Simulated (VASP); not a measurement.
Input of a VASP 6.6.1 run:

Contents of INCAR:

```
SYSTEM = CoO
PREC = Accurate
ENCUT = 520
EDIFF = 1E-8
ISMEAR = -1
SIGMA = 0.05
LREAL = .False.
LASPH = .True.
NELM = 150
ALGO = Normal
ISIF = 2
LWAVE = .False.
LCHARG = .False.
ISPIN = 2
MAGMOM = 2 0
LORBIT = 11
LMAXMIX = 4
GGA = PE
LEFG = .True.
NBANDS = 18
```

File KPOINTS:

```
regular mesh
0
Gamma
  15 15 15
  0 0 0
```

Contents of POSCAR:

```
CoO
1.0
    0.0000000000      2.0883579357      2.0883579357
    2.0883579357      0.0000000000      2.0883579357
    2.0883579357      2.0883579357      0.0000000000
Co O
1 1
Direct
    0.0000000000      0.0000000000      0.0000000000
    0.5000000000      0.5000000000      0.5000000000
```

Potentials or basis: VASP PAW PBE potentials, release 64 (Co, O).

The run is started by

```sh
$ cat potpaw_PBE.64/Co/POTCAR potpaw_PBE.64/O/POTCAR > POTCAR
$ mpirun -np 1 vasp_std > vasp.out
```

**Question.** Predict the pressure.

**Answer.** 7.7 GPa.

**Question.** Estimate the site moments.

**Answer.** Co +2.37; O +0.24 μB.

Caveat: without QUAD_EFG the Cq values of the log hold for a quadrupole moment of 1 mb, not for the nuclei; a cell with one magnetic atom can't hold antiferromagnetic order, which such compounds often take.
